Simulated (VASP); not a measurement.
# Pt (Im-3m) in VASP: relaxation of cell and atoms with LDA

Aim: the relaxation of cell and atoms of Pt with LDA.

All numbers are computed with VASP 6.6.1; they aren't measurements. Logs are shortened: lines on timing, memory, paths and dates and some standing lists are left out, and cuts for length are marked.

**1. The cell of the first run**

The structure is cubic, space group Im-3m (No. 229). The conventional cell has a = 3.168 Å, b = 3.168 Å, c = 3.168 Å, α = 90.00°, β = 90.00°, γ = 90.00°. Within 3.6 Å of Pt (site symmetry m-3m) lie 14 Pt at 2.74 to 3.17 Å.

This isn't the form of Pt at room conditions, which is fcc.

**2. Relaxation of cell and atoms, LDA**

Input file INCAR:

```
ALGO = Normal ; EDIFF = 1E-7
EDIFFG = -0.03 ; ENCUT = 570
GGA = CA ; GGA_COMPAT = False
IBRION = 2 ; ISIF = 3
ISMEAR = -1 ; LASPH = True
LCHARG = False ; LREAL = False
LWAVE = False ; NELM = 120
NELMIN = 4 ; NSW = 80
PREC = Accurate ; SIGMA = 0.05
```

Input file KPOINTS:

```
k-points
0
Gamma
  11 11 11
```

Input file POSCAR:

```
Pt
1.0
   -1.5842200000      1.5842200000      1.5842200000
    1.5842200000     -1.5842200000      1.5842200000
    1.5842200000      1.5842200000     -1.5842200000
Pt
1
Direct
    0.0000000000      0.0000000000      0.0000000000
```

Potentials or basis: VASP PAW LDA potentials, release 64 (Pt_sv_GW).

The run is started by

```sh
cat potpaw_LDA.64/Pt_sv_GW/POTCAR > POTCAR
mpirun -np 1 vasp_std > vasp.out
```

OUTCAR:

```text
EDIFF = 1E-7
   EDIFFG = -0.03
   ENCUT = 570
   GGA = CA
   IBRION = 2
   ISIF = 3
   ISMEAR = -1
   LASPH = True
   LREAL = False
   NELM = 120
   NELMIN = 4
   NSW = 80
   PREC = Accurate

 ion  position               nearest neighbor table
   1  0.000  0.000  0.000-

  LATTYP: Found a body centered cubic cell.
 ALAT       =     3.1684400000

  Lattice vectors:

 A1 = (  -1.5842200000,   1.5842200000,   1.5842200000)
 A2 = (   1.5842200000,  -1.5842200000,   1.5842200000)
 A3 = (   1.5842200000,   1.5842200000,  -1.5842200000)

Analysis of symmetry for initial positions (statically):
=====================================================================
 Subroutine PRICEL returns:
 Original cell was already a primitive cell.

 Routine SETGRP: Setting up the symmetry group for a
 body centered cubic supercell.

 Subroutine GETGRP returns: Found 48 space group operations
 (whereof 48 operations were pure point group operations)
 out of a pool of 48 trial point group operations.

The static configuration has the point symmetry O_h .

Analysis of symmetry for dynamics (positions and initial velocities):
=====================================================================
 Subroutine PRICEL returns:
 Original cell was already a primitive cell.

 Routine SETGRP: Setting up the symmetry group for a
 body centered cubic supercell.

 Subroutine GETGRP returns: Found 48 space group operations
 (whereof 48 operations were pure point group operations)
 out of a pool of 48 trial point group operations.

The dynamic configuration has the point symmetry O_h .

 Subroutine INISYM returns: Found 48 space group operations
 (whereof 48 operations are pure point group operations),
 and found     1 'primitive' translations

----------------------------------------------------------------------------------------

                                     Primitive cell

  volume of cell :      15.9040

  direct lattice vectors                    reciprocal lattice vectors
    -1.584220000  1.584220000  1.584220000     0.000000000  0.315612731  0.315612731
     1.584220000 -1.584220000  1.584220000     0.315612731  0.000000000  0.315612731
     1.584220000  1.584220000 -1.584220000     0.315612731  0.315612731  0.000000000

  length of vectors
     2.743949530  2.743949530  2.743949530     0.446343804  0.446343804  0.446343804

  position of ions in fractional coordinates (direct lattice)
     0.000000000  0.000000000  0.000000000

  ion indices of the primitive-cell ions
   primitive index   ion index
                 1           1

----------------------------------------------------------------------------------------

 KPOINTS: k-points

[... 63 lines left out ...]
   LSORBIT =      F    spin-orbit coupling
   LASPH  =      T    aspherical Exc in radial PAW
   ENCUT  =  570.0 eV  41.89 Ry    6.47 a.u.   5.34  5.34  5.34*2*pi/ulx,y,z
   NELM   =    120;   NELMIN=  4; NELMDL= -5     # of ELM steps
   EDIFF  = 0.1E-06   stopping-criterion for ELM
   LREAL  =      F    real-space projection
   EDIFFG = -.3E-01   stopping-criterion for IOM
   NSW    =     80    number of steps for IOM
   IBRION =      2    ionic relax: 0-MD 1-quasi-New 2-CG
   NFREE  =      1    steps in history (QN), initial steepest desc. (CG)
   ISIF   =      3    stress and relaxation
   ISYM   =      2    0-nonsym 1-usesym 2-fastsym
   POTIM  = 0.5000    time-step for ionic-motion
   TEBEG  =    0.0;   TEEND  =   0.0 temperature during run
   PSTRESS=    0.0 pullay stress
   NELECT =      18.0000    total number of electrons
   NUPDOWN=      -1.0000    fix difference up-down
   EMIN   =  10.00;   EMAX   =-10.00  energy-range for DOS
   EFERMI =   0.00;   METHOD = LEGACY
   ISMEAR =    -1;   SIGMA  =   0.05  broadening in eV -4-tet -1-fermi 0-gaus
   EFERMI_NEDOS =   21; number of points for ismear=-14 and -15
   IALGO  =     38    algorithm
   IMIX   =      4    mixing-type and parameters
     AMIX     =   0.40;   BMIX     =  1.00
     AMIX_MAG =   1.60;   BMIX_MAG =  1.00
  volume/ion in A,a.u.               =      15.90       107.33
  Fermi-wavevector in a.u.,A,eV,Ry     =   1.706070  3.224005 39.602135  2.910675
  Thomas-Fermi vector in A             =   2.785174
   LORBIT       =      0    0 simple, 1 ext, 2 COOP (PROOUT), +10 PAW based schemes
   GGA     = CA    functional components
   LHFCALC =     F    Hartree Fock is set to
   AEXX    =    0.0000 exact exchange contribution
   IVDW    =     0    specifies the selected vdW correction
   LEPSILON=     F    determine dielectric tensor
   LRPA    =     F    only Hartree local field effects (RPA)
 conjugate gradient relaxation of ions
 non-spin polarized calculation
  energy-cutoff  :      570.00
  volume of cell :       15.90
 maximum number of plane-waves:       531
 NGX is ok and might be reduce to    24
   NGX = 11   NGY = 11   NGZ = 11

--------------------------------------- Ionic step        1  -------------------------------------------

 number of electron      18.0000001 magnetization

 Free energy of the ion-electron system (eV)
  ---------------------------------------------------
  ext. energy  EPLUGINS =         0.00000000
  ---------------------------------------------------
  free energy    TOTEN  =        -7.14661076 eV

  energy without entropy =       -7.13057087  energy(sigma->0) =       -7.13859081

 E-fermi :   9.2714     XC(G=0): -14.0280

 val. band max:        9.2535533378   @ k =   0.4545   0.0000   0.0000
 cond. band min:       9.2759349901   @ k =   0.4545   0.0909  -0.0000
 fundamental gap:      0.0223816522
 Fermi energy:         9.2714149642

 k-point     1 :       0.0000    0.0000    0.0000
  band No.  band energies     occupation
      1     -88.5252      2.00000
      2     -42.7324      2.00000
      3     -42.7324      2.00000
      4     -42.7324      2.00000
      5      -0.0957      2.00000
      6       5.8615      2.00000
      7       5.8615      2.00000
      8       5.8615      2.00000
      9       8.3557      2.00000
     10       8.3557      2.00000
     11      26.4194      0.00000
     12      26.4194      0.00000
     13      26.4194      0.00000
[... 507 lines left out ...]
--------------------------------------- Ionic step        5  -------------------------------------------

 number of electron      17.9999999 magnetization

 Free energy of the ion-electron system (eV)
  ---------------------------------------------------
  ext. energy  EPLUGINS =         0.00000000
  ---------------------------------------------------
  free energy    TOTEN  =        -7.19876181 eV

  energy without entropy =       -7.18420498  energy(sigma->0) =       -7.19148339

 E-fermi :  10.3671     XC(G=0): -14.4346

 val. band max:       10.3537848740   @ k =   0.4545   0.0909  -0.0000
 cond. band min:      10.4042160516   @ k =  -0.3636   0.4545   0.0909
 fundamental gap:      0.0504311776
 Fermi energy:        10.3671331049

 k-point     1 :       0.0000    0.0000    0.0000
  band No.  band energies     occupation
      1     -87.6164      2.00000
      2     -41.7800      2.00000
      3     -41.7800      2.00000
      4     -41.7800      2.00000
      5       0.3609      2.00000
      6       6.6162      2.00000
      7       6.6162      2.00000
      8       6.6162      2.00000
      9       9.3501      2.00000
     10       9.3501      2.00000
     11      27.5117      0.00000
     12      27.5117      0.00000
     13      27.5117      0.00000
[... 396 lines left out ...]
  FREE ENERGIE OF THE ION-ELECTRON SYSTEM (eV)
  ---------------------------------------------------
  free  energy   TOTEN  =        -7.1987618064 eV

  energy  without entropy=       -7.1842049753  energy(sigma->0) =       -7.19148339

 reached required accuracy - stopping structural energy minimisation
```

OSZICAR:

```text
N       E                     dE             d eps       ncg     rms          rms(c)
DAV:   1     0.154391616436E+03    0.15439E+03   -0.13414E+04  1520   0.158E+03
DAV:   2    -0.481232346338E+01   -0.15920E+03   -0.15345E+03  1706   0.504E+02
[... 46 lines left out ...]
DAV:   1    -0.719940448386E+01   -0.66078E-03   -0.12398E-02  1621   0.161E+00    0.285E-01
DAV:   2    -0.719877273315E+01    0.63175E-03   -0.14159E-03  1486   0.488E-01    0.661E-02
DAV:   3    -0.719875540804E+01    0.17325E-04   -0.11193E-04  1621   0.132E-01    0.297E-02
DAV:   4    -0.719875904184E+01   -0.36338E-05   -0.58487E-06  1596   0.282E-02    0.228E-02
DAV:   5    -0.719876091326E+01   -0.18714E-05   -0.15818E-06  1526   0.162E-02    0.197E-02
DAV:   6    -0.719876177908E+01   -0.86582E-06   -0.20430E-06  1551   0.164E-02    0.424E-03
DAV:   7    -0.719876180644E+01   -0.27362E-07   -0.42759E-08   953   0.277E-03
   5 F= -.71987618E+01 E0= -.71914834E+01  d E =-.521510E-01
```

CONTCAR:

```text
Pt
   1.00000000000000
    -1.5511860496423480    1.5511860496423480    1.5511860496423480
     1.5511860496423480   -1.5511860496423480    1.5511860496423480
     1.5511860496423480    1.5511860496423480   -1.5511860496423480
  Pt
     1
Direct
     0.0000000000000000    0.0000000000000000    0.0000000000000000

  0.00000000E+00  0.00000000E+00  0.00000000E+00
```

Run time: 48 s. Hardware: 1 thread of Intel Xeon Platinum 8259CL at 2.50GHz (Skylake/Cascade Lake), shared host; peak memory 0.15 GiB.

Results:

| Item | Value |
| --- | --- |
| Free energy | -7.1988 eV |
| Relaxed volume | 14.93 Å³/atom |
| Relaxed cell | a = 2.687 Å, b = 2.687 Å, c = 2.687 Å, α = 109.47°, β = 109.47°, γ = 109.47° |
| Space group after relaxing (to 0.1 Å) | Im-3m (No. 229) |
| Energy gained by relaxing | 52.2 meV/atom |
| Ionic steps | 5 |
| Pressure after relaxing | 0.0 GPa |
| Band gap on the k mesh | zero (bands 9 and 10 overlap by 2.20 eV) |

Step by step:
```tsv
step	energy change (eV)	largest force (eV/Å)	pressure (GPa)	volume (Å³)
1	0.0000	0.0000	-16.07	15.90
2	0.4781	0.0000	83.80	12.51
3	-0.0519	0.0000	-1.31	15.00
4	-0.0521	0.0000	-0.34	14.95
5	-0.0522	0.0000	0.04	14.93
```

Final structure:
```yaml
crystal:
  lattice:
    - [-1.55119, 1.55119, 1.55119]
    - [1.55119, -1.55119, 1.55119]
    - [1.55119, 1.55119, -1.55119]
  atoms:
    - { symbol: Pt, position: [0.00000, 0.00000, 0.00000] }
```

Caveat: spin-orbit coupling is left out, which moves the levels of the heavy elements.

The gap in the log of VASP goes by the Fermi energy; the results here count the filled bands.